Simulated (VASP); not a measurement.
Input of a VASP 6.6.1 run:

Contents of POSCAR:

```
K2ZnSnF6
1.0
    8.1045260000      0.0000000000      0.0000000000
    0.0000000000      4.0522630000      0.0000000000
    0.0000000000      0.0000000000      4.0522630000
K Sn Zn F
2 1 1 6
Direct
    0.0017920000      0.0070160000      0.9833300000
    0.4982000000      0.0121200000      0.0135100000
    0.2560280000      0.5221670000      0.4937540000
    0.7502690000      0.5017070000      0.5164280000
    0.2469970000      0.4934500000      0.0192610000
    0.7535510000      0.5049460000      0.0078650000
    0.9961430000      0.5126730000      0.5030500000
    0.4961360000      0.4805150000      0.5138690000
    0.2537060000      0.0199760000      0.4886860000
    0.7539770000      0.0116680000      0.4918630000
```

Contents of INCAR.step1:

```
ALGO = Normal ; EDIFF = 1E-4
ENCUT = 520 ; GGA = PE
ISMEAR = -1 ; LASPH = True
LCHARG = False ; LREAL = False
LWAVE = True ; NBANDS = 54
NELM = 100 ; PREC = Accurate
SIGMA = 0.05
```

INCAR.step2

```
ALGO = Normal ; EDIFF = 1E-6
ENCUT = 520 ; ISIF = 2
ISMEAR = -1 ; ISTART = 1
LASPH = True ; LCHARG = False
LMIXTAU = True ; LREAL = False
LWAVE = False ; METAGGA = R2SCAN
NBANDS = 54 ; NELM = 100
PREC = Accurate ; SIGMA = 0.05
```

Contents of KPOINTS:

```
Automatic mesh
0
Gamma
  2 2 2
  0.5 0.5 0.5
```

Potentials or basis: VASP PAW PBE potentials, release 64 (K_sv, Sn_d, Zn, F).

Launch:

```sh
$ cat potpaw_PBE.64/K_sv/POTCAR potpaw_PBE.64/Sn_d/POTCAR potpaw_PBE.64/Zn/POTCAR potpaw_PBE.64/F/POTCAR > POTCAR
$ cp INCAR.step1 INCAR
$ mpirun -np 1 vasp_std > vasp.out
$ cp INCAR.step2 INCAR
$ mpirun -np 1 vasp_std > vasp.out
```

(1) Predict the band gap on the k mesh.

(2) What does it give for the largest force?

## Answers

(1) 2.76 eV.

(2) 5.027 eV/Å.

Caveat: the k points lie up to 0.78 Å⁻¹ apart; the PAW data sets were made with another functional, which shifts forces and pressure a little; spin-orbit coupling is left out, which moves the levels of the heavy elements.
